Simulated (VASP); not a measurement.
# Rb (Fm-3m) in VASP: density of states with PBE

Aim: the density of states of Rb with PBE.

All numbers are computed with VASP 6.6.1; they aren't measurements. Logs are shortened: lines on timing, memory, paths and dates and some standing lists are left out, and cuts for length are marked.

### 1 The cell of the first run

It takes space group Fm-3m (No. 225, cubic). The conventional cell has a = 6.626 Å, b = 6.626 Å, c = 6.626 Å, α = 90.00°, β = 90.00°, γ = 90.00°.

### 2 Density of states, PBE

POSCAR reads:

```
Rb
1.0
    0.0000000000      3.3129234820      3.3129234820
    3.3129234820      0.0000000000      3.3129234820
    3.3129234820      3.3129234820      0.0000000000
Rb
1
Direct
    0.0000000000      0.0000000000      0.0000000000
```

INCAR.step1 reads:

```
PREC     = Accurate       # precision mode
ENCUT    = 400            # plane-wave cutoff, eV
EDIFF    = 1E-6           # SCF threshold, eV
ISMEAR   = 0              # smearing method
SIGMA    = 0.1            # smearing width, eV
LREAL    = F              # projectors in reciprocal space
LASPH    = T              # aspherical terms in the spheres
NELM     = 120            # most SCF steps
ALGO     = Normal         # electronic algorithm
ISIF     = 2              # what is computed and relaxed
LWAVE    = F              # write WAVECAR
LCHARG   = T              # write CHGCAR
GGA      = PE             # functional
NBANDS   = 10             # bands
GGA_COMPAT= F            
NEDOS    = 2001           # points of the DOS
LORBIT   = 11             # projections on sites
```

KPOINTS.step1 reads:

```
Automatic mesh
0
Gamma
  2 2 2
```

INCAR.step2 reads:

```
PREC     = Accurate       # precision mode
ENCUT    = 400            # plane-wave cutoff, eV
EDIFF    = 1E-6           # SCF threshold, eV
ISMEAR   = 0              # smearing method
SIGMA    = 0.1            # smearing width, eV
LREAL    = F              # projectors in reciprocal space
LASPH    = T              # aspherical terms in the spheres
NELM     = 120            # most SCF steps
ALGO     = Normal         # electronic algorithm
ISIF     = 2              # what is computed and relaxed
LWAVE    = F              # write WAVECAR
LCHARG   = F              # write CHGCAR
GGA      = PE             # functional
LORBIT   = 10             # projections on sites
NEDOS    = 2001           # points of the DOS
ICHARG   = 11             # starting density
GGA_COMPAT= F
```

KPOINTS.step2 reads:

```
Automatic mesh
0
Gamma
  3 3 3
```

Potentials or basis: VASP PAW PBE potentials, release 64 (Rb_sv).

Command:

```bash
> cat potpaw_PBE.64/Rb_sv/POTCAR > POTCAR
> cp INCAR.step1 INCAR
> cp KPOINTS.step1 KPOINTS
> mpirun -np 1 vasp_std > vasp.out
> cp INCAR.step2 INCAR
> cp KPOINTS.step2 KPOINTS
> mpirun -np 1 vasp_std > vasp.out
```

OUTCAR:

```text
PREC = Accurate
   ENCUT = 400
   EDIFF = 1E-6
   ISMEAR = 0
   LREAL = F
   LASPH = T
   NELM = 120
   ISIF = 2
   GGA = PE
   LORBIT = 10
   ICHARG = 11

 ion  position               nearest neighbor table
   1  0.000  0.000  0.000-

  LATTYP: Found a face centered cubic cell.
 ALAT       =     6.6258469640

  Lattice vectors:

 A1 = (   0.0000000000,   3.3129234820,   3.3129234820)
 A2 = (   3.3129234820,   0.0000000000,   3.3129234820)
 A3 = (   3.3129234820,   3.3129234820,   0.0000000000)

Analysis of symmetry for initial positions (statically):
=====================================================================
 Subroutine PRICEL returns:
 Original cell was already a primitive cell.

 Routine SETGRP: Setting up the symmetry group for a
 face centered cubic supercell.

 Subroutine GETGRP returns: Found 48 space group operations
 (whereof 48 operations were pure point group operations)
 out of a pool of 48 trial point group operations.

The static configuration has the point symmetry O_h .

Analysis of symmetry for dynamics (positions and initial velocities):
=====================================================================
 Subroutine PRICEL returns:
 Original cell was already a primitive cell.

 Routine SETGRP: Setting up the symmetry group for a
 face centered cubic supercell.

 Subroutine GETGRP returns: Found 48 space group operations
 (whereof 48 operations were pure point group operations)
 out of a pool of 48 trial point group operations.

The dynamic configuration has the point symmetry O_h .

 Subroutine INISYM returns: Found 48 space group operations
 (whereof 48 operations are pure point group operations),
 and found     1 'primitive' translations

----------------------------------------------------------------------------------------

                                     Primitive cell

  volume of cell :      72.7217

  direct lattice vectors                    reciprocal lattice vectors
     0.000000000  3.312923482  3.312923482    -0.150924102  0.150924102  0.150924102
     3.312923482  0.000000000  3.312923482     0.150924102 -0.150924102  0.150924102
     3.312923482  3.312923482  0.000000000     0.150924102  0.150924102 -0.150924102

  length of vectors
     4.685181319  4.685181319  4.685181319     0.261408212  0.261408212  0.261408212

  position of ions in fractional coordinates (direct lattice)
     0.000000000  0.000000000  0.000000000

  ion indices of the primitive-cell ions
   primitive index   ion index
                 1           1

----------------------------------------------------------------------------------------

 KPOINTS: Automatic mesh

Automatic generation of k-mesh.
 Grid dimensions read from file:
 generate k-points for:    3    3    3

 Generating k-lattice:

  Cartesian coordinates                     Fractional coordinates (reciprocal lattice)
    -0.050308034  0.050308034  0.050308034     0.333333333  0.000000000  0.000000000
     0.050308034 -0.050308034  0.050308034     0.000000000  0.333333333  0.000000000
     0.050308034  0.050308034 -0.050308034     0.000000000  0.000000000  0.333333333

  Length of vectors
     0.087136071  0.087136071  0.087136071

  Shift w.r.t. Gamma in fractional coordinates (k-lattice)
     0.000000000  0.000000000  0.000000000

 Subroutine IBZKPT returns following result:
 ===========================================

 Found      4 irreducible k-points:

 Following reciprocal coordinates:
            Coordinates               Weight
  0.000000  0.000000  0.000000      1.000000
  0.333333  0.000000  0.000000      8.000000
  0.333333  0.333333  0.000000      6.000000
 -0.333333  0.333333  0.000000     12.000000
   k-points           NKPTS =      4   k-points in BZ     NKDIM =      4   number of bands    NBANDS=      8
   number of dos      NEDOS =   2001   number of ions     NIONS =      1
   total plane-waves  NPLWV =  32768
   dimension x,y,z NGX =    32 NGY =   32 NGZ =   32
   dimension x,y,z NGXF=    64 NGYF=   64 NGZF=   64
   ions per type =               1
   NGX,Y,Z   is equivalent  to a cutoff of  11.35, 11.35, 11.35 a.u.
   NGXF,Y,Z  is equivalent  to a cutoff of  22.71, 22.71, 22.71 a.u.
 SYSTEM =  unknown system
   PREC   = accura    normal or accurate (medium, high low for compatibility)
   ISTART =      0    job   : 0-new  1-cont  2-samecut
   ICHARG =     11    charge: 1-file 2-atom 10-const
   ISPIN  =      1    spin polarized calculation?
   LNONCOLLINEAR =      F non collinear calculations
   LSORBIT =      F    spin-orbit coupling
   LASPH  =      T    aspherical Exc in radial PAW
   ENCUT  =  400.0 eV  29.40 Ry    5.42 a.u.   7.64  7.64  7.64*2*pi/ulx,y,z
   NELM   =    120;   NELMIN=  2; NELMDL=  0     # of ELM steps
   EDIFF  = 0.1E-05   stopping-criterion for ELM
   LREAL  =      F    real-space projection
   EDIFFG = 0.1E-04   stopping-criterion for IOM
   NSW    =      0    number of steps for IOM
   IBRION =     -1    ionic relax: 0-MD 1-quasi-New 2-CG
   NFREE  =      0    steps in history (QN), initial steepest desc. (CG)
   ISIF   =      2    stress and relaxation
   ISYM   =      2    0-nonsym 1-usesym 2-fastsym
   POTIM  = 0.5000    time-step for ionic-motion
   TEBEG  =    0.0;   TEEND  =   0.0 temperature during run
   PSTRESS=    0.0 pullay stress
   NELECT =       9.0000    total number of electrons
   NUPDOWN=      -1.0000    fix difference up-down
   EMIN   =  10.00;   EMAX   =-10.00  energy-range for DOS
   EFERMI =   0.00;   METHOD = LEGACY
   ISMEAR =     0;   SIGMA  =   0.10  broadening in eV -4-tet -1-fermi 0-gaus
   EFERMI_NEDOS =   21; number of points for ismear=-14 and -15
   IALGO  =     38    algorithm
   IMIX   =      4    mixing-type and parameters
     AMIX     =   0.40;   BMIX     =  1.00
     AMIX_MAG =   1.60;   BMIX_MAG =  1.00
  volume/ion in A,a.u.               =      72.72       490.75
  Fermi-wavevector in a.u.,A,eV,Ry     =   0.815832  1.541700  9.055799  0.665582
  Thomas-Fermi vector in A             =   1.925991
   LORBIT       =     10    0 simple, 1 ext, 2 COOP (PROOUT), +10 PAW based schemes
   GGA     = PE    functional components
   LHFCALC =     F    Hartree Fock is set to
   AEXX    =    0.0000 exact exchange contribution
   IVDW    =     0    specifies the selected vdW correction
   LEPSILON=     F    determine dielectric tensor
   LRPA    =     F    only Hartree local field effects (RPA)
 non-spin polarized calculation
 Gauss-broadening in eV      SIGMA  =   0.10
  energy-cutoff  :      400.00
  volume of cell :       72.72
 maximum number of plane-waves:      1363
 NGX is ok and might be reduce to    30

 number of electron       9.0000000 magnetization

 Free energy of the ion-electron system (eV)
  ---------------------------------------------------
  ext. energy  EPLUGINS =         0.00000000
  ---------------------------------------------------
  free energy    TOTEN  =        -0.93680450 eV

  energy without entropy =       -0.92681775  energy(sigma->0) =       -0.93181112

 E-fermi :   0.2163     XC(G=0):  -5.9520

 val. band max:        0.1686002297   @ k =   0.3333   0.3333   0.0000
 cond. band min:       1.4917946047   @ k =  -0.3333   0.3333   0.0000
 fundamental gap:      1.3231943750
 Fermi energy:         0.2162938573

 k-point     1 :       0.0000    0.0000    0.0000
  band No.  band energies     occupation
      1     -28.1594      2.00000
      2     -12.1658      2.00000
      3     -12.1658      2.00000
      4     -12.1658      2.00000
      5      -1.6179      2.00000
      6       4.3744      0.00000
      7       4.3744      0.00000
      8       4.3744      0.00000

 k-point     2 :       0.3333    0.0000    0.0000
  band No.  band energies     occupation
      1     -28.1510      2.00000
      2     -12.3206      2.00000
      3     -12.1860      2.00000
      4     -12.1860      2.00000
      5      -0.2562      2.00000
      6       2.4502      0.00000
      7       4.3457      0.00000
      8       4.3457      0.00000

 k-point     3 :       0.3333    0.3333    0.0000
  band No.  band energies     occupation
      1     -28.1482      2.00000
      2     -12.3127      2.00000
      3     -12.2204      2.00000
      4     -12.2204      2.00000
      5       0.1686      1.50000
      6       2.6236      0.00000
      7       3.1855      0.00000
      8       5.2053      0.00000

 k-point     4 :      -0.3333    0.3333    0.0000
  band No.  band energies     occupation
      1     -28.1454      2.00000
      2     -12.3027      2.00000
      3     -12.3013      2.00000
      4     -12.2133      2.00000
      5       1.4918      0.00000
      6       2.1342      0.00000
      7       2.3545      0.00000
      8       4.8765      0.00000

------------------------ aborting loop because EDIFF is reached ----------------------------------------

  FORCE on cell =-STRESS in cart. coord.  units (eV):
  Direction    XX          YY          ZZ          XY          YZ          ZX
  --------------------------------------------------------------------------------------
  -------------------------------------------------------------------------------------
  Total        0.3634521      0.3634521      0.3634521      0.0000000      0.0000000     -0.0000000
  in kB        8.0074371      8.0074371      8.0074371      0.0000000      0.0000000     -0.0000000
  external PRESSURE =       8.0074371 kB  Pullay stress =       0.0000000 kB

 VOLUME and BASIS-vectors are now :
 -----------------------------------------------------------------------------
  energy-cutoff  :      400.00
  volume of cell :       72.72
      direct lattice vectors                 reciprocal lattice vectors
     0.000000000  3.312923482  3.312923482    -0.150924102  0.150924102  0.150924102
     3.312923482  0.000000000  3.312923482     0.150924102 -0.150924102  0.150924102
     3.312923482  3.312923482  0.000000000     0.150924102  0.150924102 -0.150924102

 POSITION                                       TOTAL-FORCE (eV/Angst)
 -----------------------------------------------------------------------------------
      0.00000      0.00000      0.00000         0.000000      0.000000      0.000000
 -----------------------------------------------------------------------------------
    total drift:                                0.000000      0.000000     -0.000000

  FREE ENERGIE OF THE ION-ELECTRON SYSTEM (eV)
  ---------------------------------------------------
  free  energy   TOTEN  =        -0.9368045004 eV

  energy  without entropy=       -0.9268177462  energy(sigma->0) =       -0.93181112

 total charge

# of ion       s       p       d       tot
------------------------------------------
    1        1.973   5.315   0.008   7.296
```

Run time: 11 s. Hardware: 1 thread of Intel Xeon 8259CL, shared host; peak memory 0.16 GiB.

What came out:

| Item | Value |
| --- | --- |
| Valence electrons inside the program's atomic spheres | Rb 7.30 |

Levels at points of the mesh, in eV from the Fermi level:
| k point | band 1 | band 2 | band 3 | band 4 | band 5 | band 6 | band 7 | band 8 |
| --- | --- | --- | --- | --- | --- | --- | --- | --- |
| (0.00, 0.00, 0.00) | -28.38 | -12.38 | -12.38 | -12.38 | -1.83 | 4.16 | 4.16 | 4.16 |

Caveat: the k points lie up to 0.82 Å⁻¹ apart.
